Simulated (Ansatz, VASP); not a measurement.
Two plane-wave programs on Te2Pt

File INCAR:

```
SYSTEM = Te2Pt
PREC     = Accurate       ! precision mode
ENCUT    = 500            ! plane-wave cutoff, eV
EDIFF    = 1E-6           ! SCF threshold, eV
ISMEAR   = -1             ! smearing method
SIGMA    = 0.05           ! smearing width, eV
LREAL    = .FALSE.        ! projectors in reciprocal space
LASPH    = .TRUE.         ! aspherical terms in the spheres
NELM     = 120            ! most SCF steps
ALGO     = Normal         ! electronic algorithm
ISIF     = 2              ! what is computed and relaxed
LWAVE    = .FALSE.        ! write WAVECAR
LCHARG   = .FALSE.        ! write CHGCAR
GGA      = RP             ! functional
NBANDS   = 18             ! bands
GGA_COMPAT= .FALSE.
```

Contents of KPOINTS:

```
Automatic mesh
0
G
  8 8 5
  0 0 0
```

The input POSCAR:

```
Te2Pt
1.0
    4.0100000000      0.0000000000      0.0000000000
   -2.0050000000      3.4727618692      0.0000000000
    0.0000000000      0.0000000000      5.2010000000
Pt Te
1 2
Direct
    0.0000000000      0.0000000000      0.0000000000
    0.6666666667      0.3333333333      0.7500000000
    0.3333333333      0.6666666667      0.2500000000
```

File input.yaml:

```yaml
crystal:
  lattice:
    - [4.01, 0.0, 0.0]
    - [-2.005, 3.4727618692, 0.0]
    - [0.0, 0.0, 5.201]
  atoms:
    - { symbol: Pt, position: [0.0, 0.0, 0.0] }
    - { symbol: Te, position: [0.6666666667, 0.3333333333, 0.75] }
    - { symbol: Te, position: [0.3333333333, 0.6666666667, 0.25] }
hamiltonian:
  xc: rpbe
  pseudopotentials: { kind: paw }
kpoints:
  mp_grid: { grid: [8, 8, 5] }
  band_path:
    path:
      - [[0.0, 0.0, 0.0], [0.5, 0.0, 0.0], [0.3333333333, 0.3333333333, 0.0], [0.0, 0.0, 0.0], [0.0, 0.0, 0.5], [0.5, 0.0, 0.5], [0.3333333333, 0.3333333333, 0.5], [0.0, 0.0, 0.5]]
      - [[0.5, 0.0, 0.5], [0.5, 0.0, 0.0]]
      - [[0.3333333333, 0.3333333333, 0.0], [0.3333333333, 0.3333333333, 0.5]]
    npoints: 14
scf:
  occupations: { method: fermi_dirac, width: 0.05 }
  n_extra_bands: 7
output:
  forces: true
  stress: true
  eigenvalues: true
  fatbands: false
```

Alike in both runs: functional RPBE; k mesh 8 × 8 × 5; occupations fermi-dirac, width 0.05 eV; no spin polarisation.

|  | VASP | Ansatz |
| --- | --- | --- |
| version | VASP 6.6.1 | Ansatz 0.2.0 |
| potentials or method | VASP PAW PBE potentials, release 64 (Pt, Te) | Ansatz PAW |
| plane-wave cutoff (eV) | 500 | 420 |
| valence electrons in the cell | 22 | 50 |
| task | single point | band structure |

|  | VASP | Ansatz | Ansatz less VASP |
| --- | --- | --- | --- |
| gap on the k mesh at the Fermi level (eV) | none | none | - |
| pressure (GPa) | 10.4 | 10.7 | +0.30 |
| traceless stress, the component that is largest in VASP (GPa) | -1.26 | -1.31 | -0.055 |
| rms of the force components (eV/Å) | 0.496 | 0.504 | +0.0077 |

VASP's potentials were made for PBE, not for RPBE. Atom by atom the forces differ by 0.008 eV/Å (rms over components). A gap of «none» marks a metal or a gap that the smearing closes. VASP's potentials hold 22 valence electrons a cell and Ansatz's 50, so a difference there can come from the potentials and not from the codes.

Neither program's run includes spin-orbit coupling.
